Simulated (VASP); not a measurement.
# TiAl (P-6m2) in VASP: further runs, part 2 of 2

VASP 6.6.1.

### Step 4. Single point, PBEsol

This run uses another cell than the first one, of the same volume but with other edges.

File INCAR:

```
SYSTEM = TiAl
PREC     = Accurate       ! precision mode
ENCUT    = 520            ! plane-wave cutoff, eV
EDIFF    = 1E-6           ! SCF threshold, eV
ISMEAR   = 0              ! smearing method
SIGMA    = 0.15           ! smearing width, eV
LREAL    = .FALSE.        ! projectors in reciprocal space
LASPH    = .TRUE.         ! aspherical terms in the spheres
NELM     = 60             ! most SCF steps
ALGO     = Fast           ! electronic algorithm
ISIF     = 2              ! what is computed and relaxed
LWAVE    = .FALSE.        ! write WAVECAR
LCHARG   = .FALSE.        ! write CHGCAR
GGA      = PS             ! functional
NBANDS   = 14             ! bands
```

File KPOINTS:

```
Automatic mesh
0
G
  18 18 10
  0 0 0
```

File POSCAR:

```
TiAl
1.0
    2.7526000000      0.0000000000      0.0000000000
   -1.3763000000      2.3838215265      0.0000000000
    0.0000000000      0.0000000000      4.8040000000
Ti Al
1 1
Direct
    0.0000000000      0.0000000000      0.0000000000
    0.3333333333      0.6666666667      0.5000000000
```

Potentials or basis: VASP PAW PBE potentials, release 64 (Ti_sv, Al).

Launch:

```bash
$ cat potpaw_PBE.64/Ti_sv/POTCAR potpaw_PBE.64/Al/POTCAR > POTCAR
$ mpirun -np 1 vasp_std > vasp.out
```

OUTCAR:

```text
SYSTEM = TiAl
   PREC = Accurate
   ENCUT = 520
   EDIFF = 1E-6
   ISMEAR = 0
   LREAL = .FALSE.
   LASPH = .TRUE.
   NELM = 60
   ISIF = 2
   GGA = PS

 ion  position               nearest neighbor table
   1  0.000  0.000  0.000-   2 2.88   2 2.88   2 2.88   2 2.88   2 2.88   2 2.88
   2  0.333  0.667  0.500-   1 2.88   1 2.88   1 2.88   1 2.88   1 2.88   1 2.88

  LATTYP: Found a hexagonal cell.
 ALAT       =     2.7526000000
 C/A-ratio  =     1.7452590278

  Lattice vectors:

 A1 = (   2.7526000000,   0.0000000000,   0.0000000000)
 A2 = (  -1.3763000000,   2.3838215265,   0.0000000000)
 A3 = (   0.0000000000,   0.0000000000,   4.8040000000)

Analysis of symmetry for initial positions (statically):
=====================================================================
 Subroutine PRICEL returns:
 Original cell was already a primitive cell.

 Routine SETGRP: Setting up the symmetry group for a
 hexagonal supercell.

 Subroutine GETGRP returns: Found 12 space group operations
 (whereof 12 operations were pure point group operations)
 out of a pool of 24 trial point group operations.

The static configuration has the point symmetry D_3h.

Analysis of symmetry for dynamics (positions and initial velocities):
=====================================================================
 Subroutine PRICEL returns:
 Original cell was already a primitive cell.

 Routine SETGRP: Setting up the symmetry group for a
 hexagonal supercell.

 Subroutine GETGRP returns: Found 12 space group operations
 (whereof 12 operations were pure point group operations)
 out of a pool of 24 trial point group operations.

The dynamic configuration has the point symmetry D_3h.

 Subroutine INISYM returns: Found 12 space group operations
 (whereof 12 operations are pure point group operations),
 and found     1 'primitive' translations

----------------------------------------------------------------------------------------

                                     Primitive cell
[... 121 lines left out ...]
   LRPA    =     F    only Hartree local field effects (RPA)
 non-spin polarized calculation
 RMM-DIIS sequential band-by-band and
 Gauss-broadening in eV      SIGMA  =   0.15
  energy-cutoff  :      520.00
  volume of cell :       31.52
 maximum number of plane-waves:       866
   NGX = 11   NGY = 11   NGZ = 17

 number of electron      15.0000002 magnetization

 Free energy of the ion-electron system (eV)
  ---------------------------------------------------
  ext. energy  EPLUGINS =         0.00000000
  ---------------------------------------------------
  free energy    TOTEN  =       -12.88165238 eV

  energy without entropy =      -12.85985527  energy(sigma->0) =      -12.87075383

 E-fermi :   8.4410     XC(G=0): -11.2638

 val. band max:        8.4401515238   @ k =   0.2222   0.2222   0.2000
 cond. band min:       8.4467870009   @ k =   0.1667   0.1111   0.5000
 fundamental gap:      0.0066354771
 Fermi energy:         8.4409920489

 k-point     1 :       0.0000    0.0000    0.0000
  band No.  band energies     occupation
      1     -47.7744      2.00000
      2     -24.2123      2.00000
      3     -23.6266      2.00000
      4     -23.6266      2.00000
      5      -0.9503      2.00000
      6       5.7569      2.00000
      7       6.0093      2.00000
      8       9.7818      0.00000
      9       9.7818      0.00000
     10      11.5502      0.00000
     11      11.5502      0.00000
     12      11.7306      0.00000
     13      22.3044      0.00000
     14      22.3057      0.00000
[... 377 lines left out ...]
      1     -47.6192      2.00000
      2     -24.4179      2.00000
      3     -24.0693      2.00000
      4     -23.8760      2.00000
      5       4.1331      2.00000
      6       6.5886      2.00000
      7       6.7976      2.00000
      8       7.5120      2.00000
      9      10.1632      0.00000
     10      11.6319      0.00000
     11      12.6017      0.00000
     12      12.9401      0.00000
     13      14.2441      0.00000
     14      15.4407      0.00000

 [... further k-points ...]

------------------------ aborting loop because EDIFF is reached ----------------------------------------

  FORCE on cell =-STRESS in cart. coord.  units (eV):
  Direction    XX          YY          ZZ          XY          YZ          ZX
  --------------------------------------------------------------------------------------
  -------------------------------------------------------------------------------------
  Total        1.3782562      1.3782562     -1.1378538      0.0000000      0.0000000      0.0000000
  in kB       70.0520262     70.0520262    -57.8331993      0.0000000      0.0000000      0.0000000
  external PRESSURE =      27.4236177 kB  Pullay stress =       0.0000000 kB

 VOLUME and BASIS-vectors are now :
 -----------------------------------------------------------------------------
  energy-cutoff  :      520.00
  volume of cell :       31.52
      direct lattice vectors                 reciprocal lattice vectors
     2.752600000  0.000000000  0.000000000     0.363292887  0.209747246  0.000000000
    -1.376300000  2.383821526  0.000000000     0.000000000  0.419494492  0.000000000
     0.000000000  0.000000000  4.804000000     0.000000000  0.000000000  0.208159867

 POSITION                                       TOTAL-FORCE (eV/Angst)
 -----------------------------------------------------------------------------------
      0.00000      0.00000      0.00000         0.000000      0.000000      0.000000
     -0.00000      1.58921      2.40200        -0.000000      0.000000      0.000000
 -----------------------------------------------------------------------------------
    total drift:                                0.000000     -0.000000      0.000000

  FREE ENERGIE OF THE ION-ELECTRON SYSTEM (eV)
  ---------------------------------------------------
  free  energy   TOTEN  =       -12.8816523764 eV

  energy  without entropy=      -12.8598552742  energy(sigma->0) =      -12.87075383
```

OSZICAR:

```text
N       E                     dE             d eps       ncg     rms          rms(c)
DAV:   1     0.100250862347E+03    0.10025E+03   -0.71053E+03  6234   0.109E+03
DAV:   2    -0.839673635485E+01   -0.10865E+03   -0.10434E+03  6468   0.302E+02
DAV:   3    -0.140748900975E+02   -0.56782E+01   -0.55486E+01  9236   0.666E+01
[... 19 lines left out ...]
RMM:  23    -0.128816626545E+02    0.45216E-05   -0.38584E-05  8928   0.391E-02    0.891E-02
RMM:  24    -0.128816558049E+02    0.68496E-05   -0.33968E-05  9011   0.443E-02    0.648E-02
RMM:  25    -0.128816520715E+02    0.37334E-05   -0.24960E-05  8612   0.414E-02    0.417E-02
RMM:  26    -0.128816521387E+02   -0.67201E-07   -0.14071E-05  7373   0.247E-02    0.321E-02
RMM:  27    -0.128816523764E+02   -0.23769E-06   -0.94143E-06  6817   0.206E-02
   1 F= -.12881652E+02 E0= -.12870754E+02  d E =-.217971E-01
```

Wall time 3.7 min (1 thread of Intel Xeon 8259CL, shared host); peak memory 0.22 GiB.

Results:

```yaml
Free_energy: -12.8817 eV
Pressure: 2.7 GPa
Band_gap_on_the_k_mesh: zero (an odd number of electrons rules out a gap without spin polarisation)
```

Caveat: the PAW data sets were made with another functional, which shifts forces and pressure a little.

### Step 5. Single point, PBEsol

This run uses another cell than the first one, of 15.79 Å³/atom.

File INCAR:

```
SYSTEM = TiAl
PREC = Accurate ; ENCUT = 520
EDIFF = 1E-6 ; ISMEAR = 0
SIGMA = 0.15 ; LREAL = .False.
LASPH = .True. ; NELM = 100
ALGO = Fast ; ISIF = 2
LWAVE = .False. ; LCHARG = .False.
GGA = PS ; NBANDS = 14
```

File KPOINTS:

```
Automatic mesh
0
Gamma
  18 18 10
  0 0 0
```

File POSCAR:

```
TiAl
1.0
    2.8475477334      0.0000000000      0.0000000000
   -1.4237738667      2.4660486756      0.0000000000
    0.0000000000      0.0000000000      4.4960000000
Ti Al
1 1
Direct
    0.0000000000      0.0000000000      0.0000000000
    0.3333333333      0.6666666667      0.5000000000
```

Launch:

```bash
$ cat potpaw_PBE.64/Ti_sv/POTCAR potpaw_PBE.64/Al/POTCAR > POTCAR
$ mpirun -np 1 vasp_std > vasp.out
```

Wall time 4.3 min (1 thread of Intel Xeon 8259CL, shared host); peak memory 0.23 GiB.

The run converged. Its results:

* Free energy: -12.9290 eV
* Pressure: 3.7 GPa
* Band gap on the k mesh: zero (an odd number of electrons rules out a gap without spin polarisation)

Stress tensor (GPa, compression positive):
```
2.15 0.00 0.00
0.00 2.15 0.00
0.00 0.00 6.82
```

Levels at points of the mesh, in eV from the Fermi level:
```
           k point  band 4  band 5  band 6  band 7  band 8  band 9  band 10  band 11  band 12  band 13
(0.00, 0.00, 0.00)  -32.16   -9.10   -2.24   -1.56    1.32    1.32     2.84     2.84     4.58    12.96
(0.50, 0.00, 0.00)  -32.30   -3.87   -2.88   -1.61   -1.01    2.13     4.12     4.44     4.46     5.83
(0.00, 0.00, 0.50)  -32.16   -8.06   -5.32   -0.29    1.34    1.34     2.74     2.74     7.52    13.28
(0.50, 0.00, 0.50)  -32.30   -3.83   -2.39   -1.90    0.58    1.04     1.87     3.40     4.12     6.86
```

Caveat: the cell stands under pressure; the PAW data sets were made with another functional, which shifts forces and pressure a little.

### Step 6. The runs side by side

```tsv
cell	gap on the mesh (eV)	pressure (GPa)
a = 2.990, b = 2.990, c = 4.065 Å, angles 90.0, 90.0, 120.0°, 2 atoms	none	7.9
a = 2.705, b = 2.705, c = 4.989 Å, angles 90.0, 90.0, 120.0°, 2 atoms	none	3.1
a = 2.753, b = 2.753, c = 4.804 Å, angles 90.0, 90.0, 120.0°, 2 atoms	none	2.7
a = 2.848, b = 2.848, c = 4.496 Å, angles 90.0, 90.0, 120.0°, 2 atoms	none	3.7
```

Alike in all rows: task single point; level PBEsol; potentials or basis VASP PAW PBE potentials, release 64 (Ti_sv, Al); no spin polarisation; k mesh 18 × 18 × 10; cutoff (eV) 520; smearing gaussian 0.15 eV.

Caveats: the PAW data sets were made with another functional, which shifts forces and pressure a little; the cell stands under pressure (at least some runs).

Absolute energies hang on the potentials; compare differences alone.
